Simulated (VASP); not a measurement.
# BiSbS4 (P6/mmm) in VASP: a series of runs, part 2 of 2

VASP 6.6.1. The steps go on from the part before.

## (3) Single point, PBE

This run uses another cell than the first one, of 27.07 Å³/atom.

Input file INCAR:

```
PREC = Accurate
ENCUT = 520
EDIFF = 1E-6
ISMEAR = 0
SIGMA = 0.1
LREAL = False
LASPH = True
NELM = 60
ALGO = Normal
ISIF = 2
LWAVE = False
LCHARG = False
GGA = PE
NBANDS = 31
```

Input file KPOINTS:

```
Automatic mesh
0
Gamma
  6 6 8
```

Input file POSCAR:

```
BiSbS4
1.0
    5.7080763334      0.0000000000      0.0000000000
   -2.8540381667      4.9433391115      0.0000000000
    0.0000000000      0.0000000000      5.7554400576
Sb Bi S
1 1 4
Direct
    0.0000000000      0.0000000000      0.5000000000
    0.0000000000      0.0000000000      0.0000000000
    0.3333333333      0.6666666667      0.3286831717
    0.6666666667      0.3333333333      0.3286831717
    0.6666666667      0.3333333333      0.6713168283
    0.3333333333      0.6666666667      0.6713168283
```

Potentials or basis: VASP PAW PBE potentials, release 64 (Sb, Bi_d, S).

Started as:

```console
$ cat potpaw_PBE.64/Sb/POTCAR potpaw_PBE.64/Bi_d/POTCAR potpaw_PBE.64/S/POTCAR > POTCAR
$ mpirun -np 1 vasp_std > vasp.out
```

OUTCAR:

```text
PREC = Accurate
   ENCUT = 520
   EDIFF = 1E-6
   ISMEAR = 0
   LREAL = False
   LASPH = True
   NELM = 60
   ISIF = 2
   GGA = PE

 ion  position               nearest neighbor table
   1  0.000  0.000  0.500-   2 2.88   2 2.88
   2  0.000  0.000  0.000-   1 2.88   1 2.88
   3  0.333  0.667  0.329-   6 1.97
   4  0.667  0.333  0.329-   5 1.97
   5  0.667  0.333  0.671-   4 1.97
   6  0.333  0.667  0.671-   3 1.97

  LATTYP: Found a hexagonal cell.
 ALAT       =     5.7080763334
 C/A-ratio  =     1.0082976683

  Lattice vectors:

 A1 = (   5.7080763334,   0.0000000000,   0.0000000000)
 A2 = (  -2.8540381667,   4.9433391115,   0.0000000000)
 A3 = (   0.0000000000,   0.0000000000,   5.7554400576)

Analysis of symmetry for initial positions (statically):
=====================================================================
 Subroutine PRICEL returns:
 Original cell was already a primitive cell.

 Routine SETGRP: Setting up the symmetry group for a
 hexagonal supercell.

 Subroutine GETGRP returns: Found 24 space group operations
 (whereof 24 operations were pure point group operations)
 out of a pool of 24 trial point group operations.

The static configuration has the point symmetry D_6h.

Analysis of symmetry for dynamics (positions and initial velocities):
=====================================================================
 Subroutine PRICEL returns:
 Original cell was already a primitive cell.

 Routine SETGRP: Setting up the symmetry group for a
 hexagonal supercell.

 Subroutine GETGRP returns: Found 24 space group operations
 (whereof 24 operations were pure point group operations)
 out of a pool of 24 trial point group operations.

The dynamic configuration has the point symmetry D_6h.

 Subroutine INISYM returns: Found 24 space group operations
 (whereof 24 operations are pure point group operations),
 and found     1 'primitive' translations

----------------------------------------------------------------------------------------

                                     Primitive cell

  volume of cell :     162.4010

  direct lattice vectors                    reciprocal lattice vectors
     5.708076333  0.000000000  0.000000000     0.175190369  0.101146207  0.000000000
    -2.854038167  4.943339112  0.000000000     0.000000000  0.202292414  0.000000000
     0.000000000  0.000000000  5.755440058     0.000000000  0.000000000  0.173748660

  length of vectors
     5.708076333  5.708076333  5.755440058     0.202292414  0.202292414  0.173748660

  position of ions in fractional coordinates (direct lattice)
     0.000000000  0.000000000  0.500000000
     0.000000000  0.000000000  0.000000000
     0.333333333  0.666666667  0.328683172
     0.666666667  0.333333333  0.328683172
     0.666666667  0.333333333  0.671316828
     0.333333333  0.666666667  0.671316828

  ion indices of the primitive-cell ions
   primitive index   ion index
                 1           1
                 2           2
                 3           3
                 4           4
[... 24 lines left out ...]
 Subroutine IBZKPT returns following result:
 ===========================================

 Found     35 irreducible k-points:

 Following reciprocal coordinates:
            Coordinates               Weight
  0.000000  0.000000  0.000000      1.000000
  0.166667  0.000000  0.000000      6.000000
  0.333333  0.000000  0.000000      6.000000
  0.500000  0.000000  0.000000      3.000000
  0.166667  0.166667  0.000000      6.000000
  0.333333  0.166667  0.000000     12.000000
[... 16 lines left out ...]
  0.166667  0.000000  0.375000     12.000000
  0.333333  0.000000  0.375000     12.000000
 [... further k-points ...]
   k-points           NKPTS =     35   k-points in BZ     NKDIM =     35   number of bands    NBANDS=     31
   number of dos      NEDOS =    301   number of ions     NIONS =      6
   total plane-waves  NPLWV =  84672
   dimension x,y,z NGX =    42 NGY =   42 NGZ =   48
   dimension x,y,z NGXF=    84 NGYF=   84 NGZF=   96
   ions per type =               1   1   4
   NGX,Y,Z   is equivalent  to a cutoff of  12.23, 12.23, 13.86 a.u.
   NGXF,Y,Z  is equivalent  to a cutoff of  24.46, 24.46, 27.73 a.u.
 SYSTEM =  unknown system
   PREC   = accura    normal or accurate (medium, high low for compatibility)
   ISTART =      0    job   : 0-new  1-cont  2-samecut
   ICHARG =      2    charge: 1-file 2-atom 10-const
   ISPIN  =      1    spin polarized calculation?
   LNONCOLLINEAR =      F non collinear calculations
   LSORBIT =      F    spin-orbit coupling
   LASPH  =      T    aspherical Exc in radial PAW
   ENCUT  =  520.0 eV  38.22 Ry    6.18 a.u.  10.61 10.61 10.70*2*pi/ulx,y,z
   NELM   =     60;   NELMIN=  2; NELMDL= -5     # of ELM steps
   EDIFF  = 0.1E-05   stopping-criterion for ELM
   LREAL  =      F    real-space projection
   EDIFFG = 0.1E-04   stopping-criterion for IOM
   NSW    =      0    number of steps for IOM
   IBRION =     -1    ionic relax: 0-MD 1-quasi-New 2-CG
   NFREE  =      0    steps in history (QN), initial steepest desc. (CG)
   ISIF   =      2    stress and relaxation
   ISYM   =      2    0-nonsym 1-usesym 2-fastsym
   POTIM  = 0.5000    time-step for ionic-motion
   TEBEG  =    0.0;   TEEND  =   0.0 temperature during run
   PSTRESS=    0.0 pullay stress
   NELECT =      44.0000    total number of electrons
   NUPDOWN=      -1.0000    fix difference up-down
   EMIN   =  10.00;   EMAX   =-10.00  energy-range for DOS
   EFERMI =   0.00;   METHOD = LEGACY
   ISMEAR =     0;   SIGMA  =   0.10  broadening in eV -4-tet -1-fermi 0-gaus
   EFERMI_NEDOS =   21; number of points for ismear=-14 and -15
   IALGO  =     38    algorithm
   IMIX   =      4    mixing-type and parameters
     AMIX     =   0.40;   BMIX     =  1.00
     AMIX_MAG =   1.60;   BMIX_MAG =  1.00
  volume/ion in A,a.u.               =      27.07       182.66
  Fermi-wavevector in a.u.,A,eV,Ry     =   1.059326  2.001835 15.268061  1.122171
  Thomas-Fermi vector in A             =   2.194667
   LORBIT       =      0    0 simple, 1 ext, 2 COOP (PROOUT), +10 PAW based schemes
   GGA     = PE    functional components
   LHFCALC =     F    Hartree Fock is set to
   AEXX    =    0.0000 exact exchange contribution
   IVDW    =     0    specifies the selected vdW correction
   LEPSILON=     F    determine dielectric tensor
   LRPA    =     F    only Hartree local field effects (RPA)
 non-spin polarized calculation
 Gauss-broadening in eV      SIGMA  =   0.10
  energy-cutoff  :      520.00
  volume of cell :      162.40
 maximum number of plane-waves:      4432
   NGX = 21   NGY = 21   NGZ = 21

 number of electron      44.0000003 magnetization

 Free energy of the ion-electron system (eV)
  ---------------------------------------------------
  ext. energy  EPLUGINS =         0.00000000
  ---------------------------------------------------
  free energy    TOTEN  =       -21.14117388 eV

  energy without entropy =      -21.12157733  energy(sigma->0) =      -21.13137561

 E-fermi :   4.6503     XC(G=0):  -9.1037

 val. band max:        4.6449321891   @ k =   0.3333   0.1667   0.3750
 cond. band min:       4.6762369212   @ k =   0.3333   0.0000   0.5000
 fundamental gap:      0.0313047321
 Fermi energy:         4.6503128560

 k-point     1 :       0.0000    0.0000    0.0000
  band No.  band energies     occupation
      1     -18.1862      2.00000
      2     -18.1440      2.00000
      3     -18.1440      2.00000
      4     -18.1239      2.00000
      5     -18.1239      2.00000
      6     -11.3875      2.00000
[... 805 lines left out ...]
     30      11.2132      0.00000
     31      11.4040      0.00000

 [... further k-points ...]

------------------------ aborting loop because EDIFF is reached ----------------------------------------

  FORCE on cell =-STRESS in cart. coord.  units (eV):
  Direction    XX          YY          ZZ          XY          YZ          ZX
  --------------------------------------------------------------------------------------
  -------------------------------------------------------------------------------------
  Total       -0.0917294     -0.0917294     -0.8432016      0.0000000      0.0000000      0.0000000
  in kB       -0.9049623     -0.9049623     -8.3186588      0.0000000      0.0000000      0.0000000
  external PRESSURE =      -3.3761945 kB  Pullay stress =       0.0000000 kB

 VOLUME and BASIS-vectors are now :
 -----------------------------------------------------------------------------
  energy-cutoff  :      520.00
  volume of cell :      162.40
      direct lattice vectors                 reciprocal lattice vectors
     5.708076333  0.000000000  0.000000000     0.175190369  0.101146207  0.000000000
    -2.854038167  4.943339112  0.000000000     0.000000000  0.202292414  0.000000000
     0.000000000  0.000000000  5.755440058     0.000000000  0.000000000  0.173748660

 POSITION                                       TOTAL-FORCE (eV/Angst)
 -----------------------------------------------------------------------------------
      0.00000      0.00000      2.87772        -0.000000      0.000000      0.000000
      0.00000      0.00000      0.00000        -0.000000      0.000000      0.000000
     -0.00000      3.29556      1.89172         0.000000      0.000000      0.183537
      2.85404      1.64778      1.89172        -0.000000      0.000000      0.183537
      2.85404      1.64778      3.86372        -0.000000     -0.000000     -0.183537
     -0.00000      3.29556      3.86372         0.000000     -0.000000     -0.183537
 -----------------------------------------------------------------------------------
    total drift:                               -0.000000      0.000000     -0.000000

  FREE ENERGIE OF THE ION-ELECTRON SYSTEM (eV)
  ---------------------------------------------------
  free  energy   TOTEN  =       -21.1411738844 eV

  energy  without entropy=      -21.1215773294  energy(sigma->0) =      -21.13137561
```

It took 95 s on 1 thread of Intel Xeon 6975P-C (Granite Rapids), shared host; peak memory 0.37 GiB.

What came out:

| Item | Value |
| --- | --- |
| Free energy | -21.1412 eV |
| Pressure | -0.3 GPa |
| Largest force | 0.184 eV/Å |
| Band gap on the k mesh | zero (bands 22 and 23 overlap by 0.89 eV) |

Forces on the atoms (eV/Å):
```
Sb   0.000  0.000  0.000
Bi   0.000  0.000  0.000
S    0.000  0.000  0.184
S    0.000  0.000  0.184
S    0.000  0.000 -0.184
S    0.000  0.000 -0.184
```

Stress tensor (GPa, compression positive):
```
-0.09  0.00  0.00
 0.00 -0.09  0.00
 0.00  0.00 -0.83
```

Levels at points of the mesh, in eV from the Fermi level:
```csv
k point,band 20,band 21,band 22,band 23,band 24,band 25
"(0.00, 0.00, 0.00)",-1.57,-0.08,-0.08,-0.05,-0.05,1.47
"(0.50, 0.00, 0.00)",-0.71,-0.51,-0.49,-0.08,0.53,1.08
"(0.00, 0.00, 0.50)",-1.49,-1.49,0.42,0.87,0.87,1.58
"(0.50, 0.00, 0.50)",-1.14,-0.03,0.35,0.38,0.50,0.92
```

Caveat: spin-orbit coupling is left out, which moves the levels of the heavy elements.

## (4) Relaxation of cell and atoms, PBE

This run uses another cell than the first one, of 27.46 Å³/atom.

Input file INCAR:

```
SYSTEM = BiSbS4
ALGO = Normal ; EDIFF = 1E-7
EDIFFG = -0.01 ; ENCUT = 600
GGA = PE ; IBRION = 2
ISIF = 3 ; ISMEAR = 0
LASPH = .True. ; LCHARG = .False.
LREAL = .False. ; LWAVE = .False.
NELM = 60 ; NSW = 100
PREC = Accurate ; SIGMA = 0.1
```

Input file KPOINTS:

```
k-points
0
Gamma
  6 6 8
  0 0 0
```

Input file POSCAR:

```
BiSbS4
1.0
    5.8038638860      0.0000000000      0.0000000000
   -2.9019319430      5.0262935654      0.0000000000
    0.0000000000      0.0000000000      5.6488458590
Sb Bi S
1 1 4
Direct
    0.0000000000      0.0000000000      0.5000000000
    0.0000000000      0.0000000000      0.0000000000
    0.3333333333      0.6666666667      0.3263407850
    0.6666666667      0.3333333333      0.3263407850
    0.6666666667      0.3333333333      0.6736592150
    0.3333333333      0.6666666667      0.6736592150
```

Started as:

```console
$ cat potpaw_PBE.64/Sb/POTCAR potpaw_PBE.64/Bi_d/POTCAR potpaw_PBE.64/S/POTCAR > POTCAR
$ mpirun -np 1 vasp_std > vasp.out
```

Wall time 9.2 min (1 thread of Intel Xeon 6975P-C (Granite Rapids), shared host); peak memory 0.46 GiB.

It converged, with:

| Property | Result |
| --- | --- |
| Free energy | -21.1442 eV |
| Relaxed volume | 27.11 Å³/atom |
| Relaxed cell | a = 5.719 Å, b = 5.719 Å, c = 5.743 Å, α = 90.00°, β = 90.00°, γ = 120.00° |
| Space group after relaxing (to 0.1 Å) | P6/mmm (No. 191) |
| Energy gained by relaxing | 3.2 meV/atom |
| Ionic steps | 9 |
| Pressure after relaxing | 0.0 GPa |
| Band gap on the k mesh | zero (bands 22 and 23 overlap by 0.90 eV) |

Forces in eV/Å, atoms in the order of the input:
```
Sb   0.000  0.000  0.000
Bi   0.000  0.000  0.000
S    0.000  0.000 -0.002
S    0.000  0.000 -0.002
S    0.000  0.000  0.002
S    0.000  0.000  0.002
```

The path:
```csv
step,energy change (eV),largest force (eV/Å),pressure (GPa),volume (Å³)
1,0.0000,0.2047,-0.03,164.79
2,-0.0109,0.0030,0.12,164.65
3,-0.0139,0.1938,0.27,164.51
4,-0.0175,0.0088,-0.22,164.92
5,-0.0175,0.0213,-0.19,164.89
6,-0.0179,0.0184,-0.16,164.57
7,-0.0188,0.0096,-0.08,163.62
8,-0.0188,0.0044,0.10,161.72
9,-0.0191,0.0022,0.01,162.69
```

Final structure:
```xyz
6
Lattice="5.7190 0.0000 0.0000 -2.8595 4.9528 0.0000 0.0000 0.0000 5.7435" Properties=species:S:1:pos:R:3 pbc="T T T"
Sb    0.0000    0.0000    2.8717
Bi    0.0000    0.0000    0.0000
S     0.0000    3.3019    1.8916
S     2.8595    1.6509    1.8916
S     2.8595    1.6509    3.8519
S     0.0000    3.3019    3.8519
```

Levels at points of the mesh, in eV from the Fermi level:
```
           k point  band 19  band 20  band 21  band 22  band 23  band 24  band 25  band 26
(0.00, 0.00, 0.00)    -1.54    -1.54    -0.09    -0.09    -0.06    -0.06     1.48     1.48
(0.50, 0.00, 0.00)    -1.87    -0.74    -0.52    -0.50    -0.07     0.54     1.10     1.29
(0.00, 0.00, 0.50)    -1.87    -1.48    -1.48     0.48     0.84     0.84     1.64     1.64
(0.50, 0.00, 0.50)    -1.46    -1.13    -0.04     0.36     0.40     0.49     0.93     1.17
```

Caveat: spin-orbit coupling is left out, which moves the levels of the heavy elements.

## (5) Overview

| task | cell | k mesh | cutoff (eV) | gap on the mesh (eV) | pressure (GPa) | largest force (eV/Å) |
| --- | --- | --- | --- | --- | --- | --- |
| single point | a = 5.300, b = 5.300, c = 7.596 Å, angles 90.0, 90.0, 120.0°, 6 atoms, atomic positions A | 6 × 6 × 2 | 520 | none | -6.7 | 1.90 |
| single point | a = 5.708, b = 5.708, c = 5.755 Å, angles 90.0, 90.0, 120.0°, 6 atoms, atomic positions B | 6 × 6 × 8 | 520 | none | -0.3 | 0.18 |
| relaxation of cell and atoms | relaxed from a = 5.804, b = 5.804, c = 5.649 Å, angles 90.0, 90.0, 120.0°, 6 atoms, atomic positions C | 6 × 6 × 8 | 600 | none | 0.0 | - |

Alike in all rows: level PBE; potentials or basis VASP PAW PBE potentials, release 64 (Sb, Bi_d, S); no spin polarisation; smearing gaussian 0.1 eV.

Caveats: some runs use coarse meshes; spin-orbit coupling is left out, which moves the levels of the heavy elements; forces of over 1 eV/Å act on the atoms, so gaps and moduli don't describe the material at rest (at least some runs).

Absolute energies hang on the potentials; compare differences alone.
